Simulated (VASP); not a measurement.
# Zr2Ge (Fd-3m) in VASP: further runs, part 2 of 2

VASP 6.6.1. The steps go on from the part before.

## (3) Single point, PBE

This run uses another cell than the first one, of 21.36 Å³/atom.

INCAR reads:

```
SYSTEM = Zr2Ge
  PREC = Accurate
  ENCUT = 520
  EDIFF = 1E-7
  ISMEAR = 0
  SIGMA = 0.1
  LREAL = .FALSE.
  LASPH = .TRUE.
  NELM = 100
  ALGO = Normal
  ISIF = 2
  LWAVE = .FALSE.
  LCHARG = .FALSE.
  GGA = PE
  NBANDS = 47
```

KPOINTS reads:

```
regular mesh
0
G
  4 4 4
  0 0 0
```

POSCAR reads:

```
Zr2Ge
1.0
    0.0000000000      4.0015478079      4.0015478079
    4.0015478079      0.0000000000      4.0015478079
    4.0015478079      4.0015478079      0.0000000000
Zr Ge
4 2
Direct
    0.6250000000      0.6250000000      0.6250000000
    0.1250000000      0.6250000000      0.6250000000
    0.6250000000      0.6250000000      0.1250000000
    0.6250000000      0.1250000000      0.6250000000
    0.0000000000      0.0000000000      0.0000000000
    0.2500000000      0.2500000000      0.2500000000
```

Potentials or basis: VASP PAW PBE potentials, release 64 (Zr_sv, Ge_d).

Run with:

```
$ cat potpaw_PBE.64/Zr_sv/POTCAR potpaw_PBE.64/Ge_d/POTCAR > POTCAR
$ mpirun -np 1 vasp_std > vasp.out
```

OUTCAR:

```text
SYSTEM = Zr2Ge
   PREC = Accurate
   ENCUT = 520
   EDIFF = 1E-7
   ISMEAR = 0
   LREAL = .FALSE.
   LASPH = .TRUE.
   NELM = 100
   ISIF = 2
   GGA = PE

 ion  position               nearest neighbor table
   1  0.625  0.625  0.625-   2 2.83   3 2.83   4 2.83   3 2.83   4 2.83   2 2.83   6 3.32   5 3.32
                             6 3.32   5 3.32   6 3.32   5 3.32
   2  0.125  0.625  0.625-   1 2.83   3 2.83   4 2.83   1 2.83   3 2.83   4 2.83   5 3.32   6 3.32
                             5 3.32   5 3.32   6 3.32   6 3.32
   3  0.625  0.625  0.125-   1 2.83   1 2.83   2 2.83   4 2.83   4 2.83   2 2.83   6 3.32   5 3.32
                             6 3.32   5 3.32   6 3.32   5 3.32
   4  0.625  0.125  0.625-   1 2.83   3 2.83   1 2.83   2 2.83   3 2.83   2 2.83   5 3.32   6 3.32
                             5 3.32   6 3.32   6 3.32   5 3.32
   5  0.000  0.000  0.000-   1 3.32   3 3.32   4 3.32   1 3.32   2 3.32   3 3.32   1 3.32   2 3.32
                             4 3.32   2 3.32   3 3.32   4 3.32
   6  0.250  0.250  0.250-   2 3.32   3 3.32   4 3.32   1 3.32   2 3.32   4 3.32   1 3.32   2 3.32
                             3 3.32   1 3.32   3 3.32   4 3.32

  LATTYP: Found a face centered cubic cell.
 ALAT       =     8.0030956158

  Lattice vectors:

 A1 = (   0.0000000000,   4.0015478079,   4.0015478079)
 A2 = (   4.0015478079,   0.0000000000,   4.0015478079)
 A3 = (   4.0015478079,   4.0015478079,   0.0000000000)

Analysis of symmetry for initial positions (statically):
=====================================================================
 Subroutine PRICEL returns:
 Original cell was already a primitive cell.

 Routine SETGRP: Setting up the symmetry group for a
 face centered cubic supercell.

 Subroutine GETGRP returns: Found 48 space group operations
 (whereof 24 operations were pure point group operations)
 out of a pool of 48 trial point group operations.

The static configuration has the point symmetry T_d .
 The point group associated with its full space group is O_h .

[... 126 lines left out ...]
  Fermi-wavevector in a.u.,A,eV,Ry     =   1.375439  2.599203 25.739945  1.891833
  Thomas-Fermi vector in A             =   2.500775
   LORBIT       =      0    0 simple, 1 ext, 2 COOP (PROOUT), +10 PAW based schemes
   GGA     = PE    functional components
   LHFCALC =     F    Hartree Fock is set to
   AEXX    =    0.0000 exact exchange contribution
   IVDW    =     0    specifies the selected vdW correction
   LEPSILON=     F    determine dielectric tensor
   LRPA    =     F    only Hartree local field effects (RPA)
 non-spin polarized calculation
 Gauss-broadening in eV      SIGMA  =   0.10
  energy-cutoff  :      520.00
  volume of cell :      128.15
 maximum number of plane-waves:      3479
   NGX = 21   NGY = 21   NGZ = 21

 number of electron      75.9999996 magnetization

 Free energy of the ion-electron system (eV)
  ---------------------------------------------------
  ext. energy  EPLUGINS =         0.00000000
  ---------------------------------------------------
  free energy    TOTEN  =       -41.79616649 eV

  energy without entropy =      -41.77238329  energy(sigma->0) =      -41.78427489

 E-fermi :   8.3602     XC(G=0): -11.1481

 val. band max:        8.3560495135   @ k =   0.5000   0.5000   0.0000
 cond. band min:       8.4178380263   @ k =  -0.2500   0.2500   0.0000
 fundamental gap:      0.0617885127
 Fermi energy:         8.3601560867

 k-point     1 :       0.0000    0.0000    0.0000
  band No.  band energies     occupation
      1     -40.3210      2.00000
      2     -39.9375      2.00000
      3     -39.9375      2.00000
      4     -39.9375      2.00000
      5     -19.7229      2.00000
      6     -18.7890      2.00000
[... 389 lines left out ...]
     46      10.3840      0.00000
     47      10.6991      0.00000

------------------------ aborting loop because EDIFF is reached ----------------------------------------

  FORCE on cell =-STRESS in cart. coord.  units (eV):
  Direction    XX          YY          ZZ          XY          YZ          ZX
  --------------------------------------------------------------------------------------
  -------------------------------------------------------------------------------------
  Total        0.0210089      0.0210089      0.0210089      0.0000000      0.0000000      0.0000000
  in kB        0.2626634      0.2626634      0.2626634      0.0000000      0.0000000      0.0000000
  external PRESSURE =       0.2626634 kB  Pullay stress =       0.0000000 kB

 VOLUME and BASIS-vectors are now :
 -----------------------------------------------------------------------------
  energy-cutoff  :      520.00
  volume of cell :      128.15
      direct lattice vectors                 reciprocal lattice vectors
     0.000000000  4.001547808  4.001547808    -0.124951650  0.124951650  0.124951650
     4.001547808  0.000000000  4.001547808     0.124951650 -0.124951650  0.124951650
     4.001547808  4.001547808  0.000000000     0.124951650  0.124951650 -0.124951650

 POSITION                                       TOTAL-FORCE (eV/Angst)
 -----------------------------------------------------------------------------------
      5.00193      5.00193      5.00193         0.000000     -0.000000     -0.000000
      5.00193      3.00116      3.00116         0.000000     -0.000000     -0.000000
      3.00116      3.00116      5.00193         0.000000     -0.000000     -0.000000
      3.00116      5.00193      3.00116         0.000000     -0.000000     -0.000000
      0.00000      0.00000      0.00000        -0.000000     -0.000000     -0.000000
      2.00077      2.00077      2.00077         0.000000      0.000000      0.000000
 -----------------------------------------------------------------------------------
    total drift:                                0.000000      0.000000      0.000000

  FREE ENERGIE OF THE ION-ELECTRON SYSTEM (eV)
  ---------------------------------------------------
  free  energy   TOTEN  =       -41.7961664852 eV

  energy  without entropy=      -41.7723832928  energy(sigma->0) =      -41.78427489
```

Wall time 1.9 min (1 thread of Intel Xeon 8259CL, shared host); peak memory 0.23 GiB.

What came out:

* Free energy: -41.7962 eV
* Pressure: 0.0 GPa
* Band gap on the k mesh: zero (bands 38 and 39 overlap by 0.80 eV)

Levels at points of the mesh, in eV from the Fermi level:
```tsv
k point	band 34	band 35	band 36	band 37	band 38	band 39	band 40	band 41	band 42	band 43
(0.00, 0.00, 0.00)	-2.14	-2.14	-0.82	-0.82	-0.24	-0.24	-0.24	1.87	3.72	3.72
(0.50, 0.00, 0.00)	-1.84	-1.06	-1.06	-0.35	0.56	0.79	0.79	0.83	0.95	0.95
(0.50, 0.50, 0.00)	-1.58	-1.38	-1.38	0.00	0.00	0.87	0.87	1.17	1.17	1.21
```

The gap in the log of VASP goes by the Fermi energy; the results here count the filled bands.